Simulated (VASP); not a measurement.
KF: single point with LDA

KF:

```
K F
1.0
     0.00000    2.65896    2.65896
     2.65896    0.00000    2.65896
     2.65896    2.65896    0.00000
K F
1 1
Direct
  0.00000 0.00000 0.00000
  0.50000 0.50000 0.50000
```

```
Program                : VASP 6.6.1
Task                   : single point
Functional             : LDA
Potentials or basis    : VASP PAW LDA potentials, release 64 (K_sv, F)
Cutoff                 : 520 eV
k mesh                 : 4 × 4 × 4
Occupations            : gaussian, width 0.01 eV
Spin                   : no spin polarisation
Dipole correction      : no
Further INCAR settings : ALGO = Normal; EDIFF = 1e-06; NBANDS = 15
```

* Pressure: -3.0 GPa
* Band gap on the k mesh: 5.87 eV

Levels at points of the mesh, in eV from the valence-band top:
```
           k point  band 6  band 7  band 8  band 9  band 10  band 11
(0.00, 0.00, 0.00)    0.00    0.00    0.00    5.87    10.55    10.55
(0.50, 0.00, 0.00)   -0.86   -0.38   -0.38    8.84    10.32    12.03
(0.50, 0.50, 0.00)   -0.21   -0.05   -0.05    7.91    10.19    11.51
```

Run time: 8.1 s on 1 thread of Intel Xeon 8259CL (shared host), peak memory 0.13 GiB.

Caveat: the k points lie up to 0.51 Å⁻¹ apart. A hybrid or GW would open this gap; LDA tends to underestimate it.
